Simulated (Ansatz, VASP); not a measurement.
Two plane-wave programs on ClO

The input INCAR:

```
PREC = Accurate
ENCUT = 600
EDIFF = 1E-6
ISMEAR = 0
SIGMA = 0.15
LREAL = False
LASPH = True
NELM = 200
ALGO = Normal
ISIF = 2
LWAVE = False
LCHARG = True
ISPIN = 2
MAGMOM = 1.11 2.08
LORBIT = 11
GGA = PS
LELF = True
LVHAR = True
NBANDS = 18
GGA_COMPAT = False
```

File KPOINTS:

```
Automatic mesh
0
Gamma
  16 16 16
```

Contents of POSCAR:

```
ClO
1.0
    3.1852167900      0.0000000000      0.0000000000
    0.0000000000      3.1852167900      0.0000000000
    0.0000000000      0.0000000000      3.1852167900
Cl O
1 1
Direct
    0.0000000000      0.0000000000      0.0000000000
    0.5000000000      0.5000000000      0.5000000000
```

Input for Ansatz:

```yaml
crystal:
  lattice:
    - [3.18521679, 0.0, 0.0]
    - [0.0, 3.18521679, 0.0]
    - [0.0, 0.0, 3.18521679]
  atoms:
    - { symbol: Cl, position: [0.0, 0.0, 0.0], spin: 1.11 }
    - { symbol: O, position: [0.5, 0.5, 0.5], spin: 2.08 }
basis:
  ecutwfc: 420
kpoints:
  mp_grid: { grid: [16, 16, 16] }
hamiltonian:
  xc: pbesol
scf:
  occupations: { method: gaussian, width: 0.15 }
output:
  forces: true
  stress: true
  eigenvalues: true
  populations: true
magnetization:
  spin_polarized: true
```

Alike in both runs: task single point; functional PBEsol; k mesh 16 × 16 × 16; occupations gaussian, width 0.15 eV; collinear spin.

```csv
,VASP,Ansatz
version,VASP 6.6.1,Ansatz 0.2.0
potentials or method,"VASP PAW PBE potentials, release 64 (Cl, O), cutoff 600 eV","scalar-relativistic, plane waves, PAW"
valence electrons in the cell,13,13
```

|  | VASP | Ansatz | Ansatz less VASP |
| --- | --- | --- | --- |
| gap on the k mesh at the Fermi level (eV) | none | none | - |
| pressure (GPa) | -2.6 | -2.5 | +0.12 |
| net moment per atom (μB) | 1.50 | 1.50 | 0.000 |
| size of the moment on the site where the two differ most (μB) | 1.60 | 1.88 | +0.282 |

VASP's potentials were made for PBE, not for PBEsol. Site moments also hang on the region over which each program counts them. A gap of «none» marks a metal or a gap that the smearing closes.
